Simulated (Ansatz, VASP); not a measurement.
**O: VASP beside Ansatz**

File INCAR:

```
ALGO     = Normal         # electronic algorithm
EDIFF    = 1E-7           # SCF threshold, eV
ENCUT    = 520            # plane-wave cutoff, eV
GGA      = PS             # functional
ISIF     = 2              # what is computed and relaxed
ISMEAR   = -1             # smearing method
LASPH    = True           # aspherical terms in the spheres
LCHARG   = False          # write CHGCAR
LREAL    = False          # projectors in reciprocal space
LWAVE    = False          # write WAVECAR
NBANDS   = 13             # bands
NELM     = 80             # most SCF steps
PREC     = Accurate       # precision mode
SIGMA    = 0.05           # smearing width, eV
```

The input KPOINTS:

```
k-points
0
Gamma
  10 10 7
```

POSCAR

```
O
1.0
    2.8514028533     -1.6624159400      0.0000000000
    2.8514028533      1.6624159400      0.0000000000
   -2.3944914034      0.0000000000      3.6470501824
O
2
Direct
    0.9745461700      0.9745461700      0.8444259800
    0.0254538300      0.0254538300      0.1555740200
```

The input input.yaml:

```yaml
crystal:
  lattice:
    - [2.8514028533, -1.66241594, 0.0]
    - [2.8514028533, 1.66241594, 0.0]
    - [-2.3944914034, 0.0, 3.6470501824]
  atoms:
    - { symbol: O, position: [0.97454617, 0.97454617, 0.84442598] }
    - { symbol: O, position: [0.02545383, 0.02545383, 0.15557402] }
hamiltonian:
  xc: pbesol
  pseudopotentials: { kind: paw }
kpoints:
  mp_grid: { grid: [10, 10, 7] }
scf:
  occupations: { method: fermi_dirac, width: 0.05 }
output:
  forces: true
  stress: true
  eigenvalues: true
  write_density: true
  write_potential: true
  elf: true
  volumetric_format: npy
```

Alike in both runs: task single point; functional PBEsol; k mesh 10 × 10 × 7; occupations fermi-dirac, width 0.05 eV; no spin polarisation.

|  | VASP | Ansatz |
| --- | --- | --- |
| version | VASP 6.6.1 | Ansatz 0.2.0 |
| potentials or method | VASP PAW PBE potentials, release 64 (O) | Ansatz PAW |
| plane-wave cutoff (eV) | 520 | 420 |
| valence electrons in the cell | 12 | 12 |

```csv
,VASP,Ansatz,Ansatz less VASP
gap on the k mesh at the Fermi level (eV),none,none,-
pressure (GPa),-1.7,-3.7,-2.06
"traceless stress, the component that is largest in VASP (GPa)",-2.22,0.08,+2.298
rms of the force components (eV/Å),0.249,0.490,+0.2414
```

VASP's potentials were made for PBE, not for PBEsol. Atom by atom the forces differ by 0.713 eV/Å (rms over components). A gap of «none» marks a metal or a gap that the smearing closes. One of these differences is far larger than is usual between the two programs; its cause wasn't traced. With one functional, cell and mesh, what is left measures potentials, basis and numerics.

Noted on VASP's run: the standard files for N, O and F lose accuracy on very short bonds; spin is off for a triplet molecule. Noted on Ansatz's run: spin is off for a triplet molecule.
